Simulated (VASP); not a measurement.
# WC (Fm-3m) in VASP: notebook, part 2 of 2

VASP 6.6.1. Earlier steps stand in the parts before.

**5. Single point, PBE**

Input file INCAR:

```
SYSTEM = WC
  PREC = Accurate
  ENCUT = 600
  EDIFF = 1E-6
  ISMEAR = 0
  SIGMA = 0.019000000000000003
  LREAL = .False.
  LASPH = .True.
  NELM = 120
  ALGO = Normal
  ISIF = 2
  LWAVE = .False.
  LCHARG = .False.
  GGA = PE
  NBANDS = 16
  GGA_COMPAT = .False.
```

Input file KPOINTS:

```
regular mesh
0
Gamma
  10 10 10
  0 0 0
```

Input file POSCAR:

```
WC
1.0
    0.0000000000      2.1926840000      2.1926840000
    2.1926840000      0.0000000000      2.1926840000
    2.1926840000      2.1926840000      0.0000000000
W C
1 1
Direct
    0.0000000000      0.0000000000      0.0000000000
    0.5000000000      0.5000000000      0.5000000000
```

Potentials or basis: VASP PAW PBE potentials, release 64 (W_sv, C).

Run with:

```console
> cat potpaw_PBE.64/W_sv/POTCAR potpaw_PBE.64/C/POTCAR > POTCAR
> mpirun -np 1 vasp_std > vasp.out
```

OUTCAR:

```text
SYSTEM = WC
   PREC = Accurate
   ENCUT = 600
   EDIFF = 1E-6
   ISMEAR = 0
   LREAL = .False.
   LASPH = .True.
   NELM = 120
   ISIF = 2
   GGA = PE

 ion  position               nearest neighbor table
   1  0.000  0.000  0.000-   2 2.19   2 2.19   2 2.19   2 2.19   2 2.19   2 2.19
   2  0.500  0.500  0.500-   1 2.19   1 2.19   1 2.19   1 2.19   1 2.19   1 2.19

  LATTYP: Found a face centered cubic cell.
 ALAT       =     4.3853680000

  Lattice vectors:

 A1 = (   0.0000000000,   2.1926840000,   2.1926840000)
 A2 = (   2.1926840000,   0.0000000000,   2.1926840000)
 A3 = (   2.1926840000,   2.1926840000,   0.0000000000)

Analysis of symmetry for initial positions (statically):
=====================================================================
 Subroutine PRICEL returns:
 Original cell was already a primitive cell.

 Routine SETGRP: Setting up the symmetry group for a
 face centered cubic supercell.

 Subroutine GETGRP returns: Found 48 space group operations
 (whereof 48 operations were pure point group operations)
 out of a pool of 48 trial point group operations.

The static configuration has the point symmetry O_h .

Analysis of symmetry for dynamics (positions and initial velocities):
=====================================================================
 Subroutine PRICEL returns:
 Original cell was already a primitive cell.

 Routine SETGRP: Setting up the symmetry group for a
 face centered cubic supercell.

 Subroutine GETGRP returns: Found 48 space group operations
 (whereof 48 operations were pure point group operations)
 out of a pool of 48 trial point group operations.

The dynamic configuration has the point symmetry O_h .

 Subroutine INISYM returns: Found 48 space group operations
 (whereof 48 operations are pure point group operations),
 and found     1 'primitive' translations

----------------------------------------------------------------------------------------

                                     Primitive cell

  volume of cell :      21.0842

  direct lattice vectors                    reciprocal lattice vectors
[... 109 lines left out ...]
  Fermi-wavevector in a.u.,A,eV,Ry     =   1.553029  2.934800 32.815887  2.411900
  Thomas-Fermi vector in A             =   2.657319
   LORBIT       =      0    0 simple, 1 ext, 2 COOP (PROOUT), +10 PAW based schemes
   GGA     = PE    functional components
   LHFCALC =     F    Hartree Fock is set to
   AEXX    =    0.0000 exact exchange contribution
   IVDW    =     0    specifies the selected vdW correction
   LEPSILON=     F    determine dielectric tensor
   LRPA    =     F    only Hartree local field effects (RPA)
 non-spin polarized calculation
 Gauss-broadening in eV      SIGMA  =   0.02
  energy-cutoff  :      600.00
  volume of cell :       21.08
 maximum number of plane-waves:       725
 NGX is ok and might be reduce to    28
   NGX = 13   NGY = 13   NGZ = 13

 number of electron      18.0000001 magnetization

 Free energy of the ion-electron system (eV)
  ---------------------------------------------------
  ext. energy  EPLUGINS =         0.00000000
  ---------------------------------------------------
  free energy    TOTEN  =       -21.56918376 eV

  energy without entropy =      -21.56868297  energy(sigma->0) =      -21.56893336

 E-fermi :  12.4919     XC(G=0): -13.7145

 val. band max:       12.3563586016   @ k =   0.3000   0.2000   0.1000
 cond. band min:      12.4921439403   @ k =  -0.1000   0.1000   0.0000
 fundamental gap:      0.1357853387
 Fermi energy:        12.4918579540

 k-point     1 :       0.0000    0.0000    0.0000
  band No.  band energies     occupation
      1     -63.0359      2.00000
      2     -27.0296      2.00000
      3     -27.0296      2.00000
      4     -27.0296      2.00000
      5      -3.4032      2.00000
      6       9.6587      2.00000
[... 433 lines left out ...]
      3     -27.2061      2.00000
      4     -27.1884      2.00000
      5      -0.9616      2.00000
      6       5.3423      2.00000
[... 8 lines left out ...]
     15      24.1304      0.00000
     16      27.7964      0.00000

 [... further k-points ...]

------------------------ aborting loop because EDIFF is reached ----------------------------------------

  FORCE on cell =-STRESS in cart. coord.  units (eV):
  Direction    XX          YY          ZZ          XY          YZ          ZX
  --------------------------------------------------------------------------------------
  -------------------------------------------------------------------------------------
  Total       -0.0948234     -0.0948234     -0.0948234      0.0000000      0.0000000     -0.0000000
  in kB       -7.2055646     -7.2055646     -7.2055646      0.0000000      0.0000000     -0.0000000
  external PRESSURE =      -7.2055646 kB  Pullay stress =       0.0000000 kB

 VOLUME and BASIS-vectors are now :
 -----------------------------------------------------------------------------
  energy-cutoff  :      600.00
  volume of cell :       21.08
      direct lattice vectors                 reciprocal lattice vectors
     0.000000000  2.192684000  2.192684000    -0.228031034  0.228031034  0.228031034
     2.192684000  0.000000000  2.192684000     0.228031034 -0.228031034  0.228031034
     2.192684000  2.192684000  0.000000000     0.228031034  0.228031034 -0.228031034

 POSITION                                       TOTAL-FORCE (eV/Angst)
 -----------------------------------------------------------------------------------
      0.00000      0.00000      0.00000         0.000000      0.000000      0.000000
      2.19268      2.19268      2.19268        -0.000000     -0.000000     -0.000000
 -----------------------------------------------------------------------------------
    total drift:                               -0.000000      0.000000      0.000000

  FREE ENERGIE OF THE ION-ELECTRON SYSTEM (eV)
  ---------------------------------------------------
  free  energy   TOTEN  =       -21.5691837574 eV

  energy  without entropy=      -21.5686829654  energy(sigma->0) =      -21.56893336
```

OSZICAR:

```text
N       E                     dE             d eps       ncg     rms          rms(c)
DAV:   1     0.116583247821E+03    0.11658E+03   -0.10139E+04  1512   0.138E+03
DAV:   2    -0.216574941157E+02   -0.13824E+03   -0.13357E+03  1880   0.357E+02
DAV:   3    -0.250428060187E+02   -0.33853E+01   -0.33768E+01  1576   0.519E+01
DAV:   4    -0.250592669150E+02   -0.16461E-01   -0.16460E-01  1992   0.416E+00
DAV:   5    -0.250593938454E+02   -0.12693E-03   -0.12693E-03  1640   0.343E-01    0.307E+01
DAV:   6    -0.216773703234E+02    0.33820E+01   -0.86600E+00  1840   0.278E+01    0.770E+00
DAV:   7    -0.215982178545E+02    0.79152E-01   -0.50635E-01  1528   0.569E+00    0.634E+00
DAV:   8    -0.215709448084E+02    0.27273E-01   -0.75904E-02  1696   0.243E+00    0.140E+00
DAV:   9    -0.215692528339E+02    0.16920E-02   -0.34319E-03  1624   0.586E-01    0.123E-01
DAV:  10    -0.215692255162E+02    0.27318E-04   -0.51978E-04  1816   0.207E-01    0.499E-02
DAV:  11    -0.215691969096E+02    0.28607E-04   -0.16586E-04  1688   0.924E-02    0.394E-02
DAV:  12    -0.215691842036E+02    0.12706E-04   -0.28003E-05  1824   0.402E-02    0.787E-03
DAV:  13    -0.215691837574E+02    0.44624E-06   -0.14761E-06  1352   0.939E-03
   1 F= -.21569184E+02 E0= -.21568933E+02  d E =-.500792E-03
```

Wall time 20 s (1 thread of AMD EPYC 7R43 (Zen 3), shared host); peak memory 0.14 GiB.

Results:

```yaml
Free_energy: -21.5692 eV
Pressure: -0.7 GPa
Band_gap_on_the_k_mesh: zero (bands 9 and 10 overlap by 3.18 eV)
```

Caveat: spin-orbit coupling is left out, which moves the levels of the heavy elements.

**6. Single point, PBE**

Input file INCAR:

```
PREC = Accurate
ENCUT = 600
EDIFF = 1E-6
ISMEAR = 0
SIGMA = 0.020999999999999998
LREAL = False
LASPH = True
NELM = 120
ALGO = Normal
ISIF = 2
LWAVE = False
LCHARG = False
GGA = PE
NBANDS = 16
GGA_COMPAT = False
```

Input file KPOINTS:

```
regular mesh
0
Gamma
  10 10 10
```

POSCAR is that of step 5.

Potentials or basis: VASP PAW PBE potentials, release 64 (W_sv, C).

Run with:

```console
> cat potpaw_PBE.64/W_sv/POTCAR potpaw_PBE.64/C/POTCAR > POTCAR
> mpirun -np 1 vasp_std > vasp.out
```

OUTCAR:

```text
PREC = Accurate
   ENCUT = 600
   EDIFF = 1E-6
   ISMEAR = 0
   LREAL = False
   LASPH = True
   NELM = 120
   ISIF = 2
   GGA = PE

 ion  position               nearest neighbor table
   1  0.000  0.000  0.000-   2 2.19   2 2.19   2 2.19   2 2.19   2 2.19   2 2.19
   2  0.500  0.500  0.500-   1 2.19   1 2.19   1 2.19   1 2.19   1 2.19   1 2.19

  LATTYP: Found a face centered cubic cell.
 ALAT       =     4.3853680000

  Lattice vectors:

 A1 = (   0.0000000000,   2.1926840000,   2.1926840000)
 A2 = (   2.1926840000,   0.0000000000,   2.1926840000)
 A3 = (   2.1926840000,   2.1926840000,   0.0000000000)

Analysis of symmetry for initial positions (statically):
=====================================================================
 Subroutine PRICEL returns:
 Original cell was already a primitive cell.

 Routine SETGRP: Setting up the symmetry group for a
 face centered cubic supercell.

 Subroutine GETGRP returns: Found 48 space group operations
 (whereof 48 operations were pure point group operations)
 out of a pool of 48 trial point group operations.

The static configuration has the point symmetry O_h .

Analysis of symmetry for dynamics (positions and initial velocities):
=====================================================================
 Subroutine PRICEL returns:
 Original cell was already a primitive cell.

 Routine SETGRP: Setting up the symmetry group for a
 face centered cubic supercell.

 Subroutine GETGRP returns: Found 48 space group operations
 (whereof 48 operations were pure point group operations)
 out of a pool of 48 trial point group operations.

The dynamic configuration has the point symmetry O_h .

 Subroutine INISYM returns: Found 48 space group operations
 (whereof 48 operations are pure point group operations),
 and found     1 'primitive' translations

----------------------------------------------------------------------------------------

                                     Primitive cell

  volume of cell :      21.0842
[... 110 lines left out ...]
  volume/ion in A,a.u.               =      10.54        71.14
  Fermi-wavevector in a.u.,A,eV,Ry     =   1.553029  2.934800 32.815887  2.411900
  Thomas-Fermi vector in A             =   2.657319
   LORBIT       =      0    0 simple, 1 ext, 2 COOP (PROOUT), +10 PAW based schemes
   GGA     = PE    functional components
   LHFCALC =     F    Hartree Fock is set to
   AEXX    =    0.0000 exact exchange contribution
   IVDW    =     0    specifies the selected vdW correction
   LEPSILON=     F    determine dielectric tensor
   LRPA    =     F    only Hartree local field effects (RPA)
 non-spin polarized calculation
 Gauss-broadening in eV      SIGMA  =   0.02
  energy-cutoff  :      600.00
  volume of cell :       21.08
 maximum number of plane-waves:       725
 NGX is ok and might be reduce to    28
   NGX = 13   NGY = 13   NGZ = 13

 number of electron      18.0000001 magnetization

 Free energy of the ion-electron system (eV)
  ---------------------------------------------------
  ext. energy  EPLUGINS =         0.00000000
  ---------------------------------------------------
  free energy    TOTEN  =       -21.56923669 eV

  energy without entropy =      -21.56867877  energy(sigma->0) =      -21.56895773

 E-fermi :  12.4910     XC(G=0): -13.7145

 val. band max:       12.3565141625   @ k =   0.3000   0.2000   0.1000
 cond. band min:      12.4919597083   @ k =  -0.1000   0.1000   0.0000
 fundamental gap:      0.1354455457
 Fermi energy:        12.4910346621

 k-point     1 :       0.0000    0.0000    0.0000
  band No.  band energies     occupation
      1     -63.0355      2.00000
      2     -27.0293      2.00000
      3     -27.0293      2.00000
      4     -27.0293      2.00000
      5      -3.4033      2.00000
      6       9.6588      2.00000
[... 433 lines left out ...]
      3     -27.2058      2.00000
      4     -27.1881      2.00000
      5      -0.9618      2.00000
      6       5.3422      2.00000
[... 8 lines left out ...]
     15      24.1303      0.00000
     16      27.7964      0.00000

 [... further k-points ...]

------------------------ aborting loop because EDIFF is reached ----------------------------------------

  FORCE on cell =-STRESS in cart. coord.  units (eV):
  Direction    XX          YY          ZZ          XY          YZ          ZX
  --------------------------------------------------------------------------------------
  -------------------------------------------------------------------------------------
  Total       -0.0944691     -0.0944691     -0.0944691      0.0000000      0.0000000      0.0000000
  in kB       -7.1786381     -7.1786381     -7.1786381      0.0000000      0.0000000      0.0000000
  external PRESSURE =      -7.1786381 kB  Pullay stress =       0.0000000 kB

 VOLUME and BASIS-vectors are now :
 -----------------------------------------------------------------------------
  energy-cutoff  :      600.00
  volume of cell :       21.08
      direct lattice vectors                 reciprocal lattice vectors
     0.000000000  2.192684000  2.192684000    -0.228031034  0.228031034  0.228031034
     2.192684000  0.000000000  2.192684000     0.228031034 -0.228031034  0.228031034
     2.192684000  2.192684000  0.000000000     0.228031034  0.228031034 -0.228031034

 POSITION                                       TOTAL-FORCE (eV/Angst)
 -----------------------------------------------------------------------------------
      0.00000      0.00000      0.00000         0.000000     -0.000000     -0.000000
      2.19268      2.19268      2.19268        -0.000000      0.000000      0.000000
 -----------------------------------------------------------------------------------
    total drift:                               -0.000000      0.000000      0.000000

  FREE ENERGIE OF THE ION-ELECTRON SYSTEM (eV)
  ---------------------------------------------------
  free  energy   TOTEN  =       -21.5692366852 eV

  energy  without entropy=      -21.5686787713  energy(sigma->0) =      -21.56895773
```

OSZICAR:

```text
N       E                     dE             d eps       ncg     rms          rms(c)
DAV:   1     0.116583217562E+03    0.11658E+03   -0.10139E+04  1512   0.138E+03
DAV:   2    -0.216575157918E+02   -0.13824E+03   -0.13357E+03  1880   0.357E+02
DAV:   3    -0.250428277164E+02   -0.33853E+01   -0.33768E+01  1576   0.519E+01
DAV:   4    -0.250592886303E+02   -0.16461E-01   -0.16460E-01  1992   0.416E+00
DAV:   5    -0.250594155607E+02   -0.12693E-03   -0.12693E-03  1640   0.343E-01    0.307E+01
DAV:   6    -0.216774365469E+02    0.33820E+01   -0.86602E+00  1840   0.278E+01    0.770E+00
DAV:   7    -0.215982203631E+02    0.79216E-01   -0.50599E-01  1528   0.568E+00    0.634E+00
DAV:   8    -0.215710027307E+02    0.27218E-01   -0.75899E-02  1696   0.243E+00    0.140E+00
DAV:   9    -0.215693033061E+02    0.16994E-02   -0.34241E-03  1624   0.584E-01    0.122E-01
DAV:  10    -0.215692651784E+02    0.38128E-04   -0.48008E-04  1824   0.206E-01    0.421E-02
DAV:  11    -0.215692473732E+02    0.17805E-04   -0.12492E-04  1680   0.815E-02    0.362E-02
DAV:  12    -0.215692371477E+02    0.10226E-04   -0.23360E-05  1808   0.364E-02    0.826E-03
DAV:  13    -0.215692366852E+02    0.46243E-06   -0.13430E-06  1304   0.883E-03
   1 F= -.21569237E+02 E0= -.21568958E+02  d E =-.557914E-03
```

Wall time 22 s (1 thread of AMD EPYC 7R43 (Zen 3), shared host); peak memory 0.14 GiB.

Results:

```
Free energy            : -21.5692 eV
Pressure               : -0.7 GPa
Band gap on the k mesh : zero (bands 9 and 10 overlap by 3.18 eV)
```

Caveat: spin-orbit coupling is left out, which moves the levels of the heavy elements.

**7. Overview**

| smearing | gap on the mesh (eV) | pressure (GPa) |
| --- | --- | --- |
| gaussian 0.015 eV | none | -0.7 |
| gaussian 0.016 eV | none | -0.7 |
| gaussian 0.017 eV | none | -0.7 |
| gaussian 0.019 eV | none | -0.7 |
| gaussian 0.021 eV | none | -0.7 |

Alike in all rows: task single point; level PBE; potentials or basis VASP PAW PBE potentials, release 64 (W_sv, C); no spin polarisation; cell as given; k mesh 10 × 10 × 10; cutoff (eV) 600.

Caveats: spin-orbit coupling is left out, which moves the levels of the heavy elements.

Absolute energies hang on the potentials; compare differences alone.
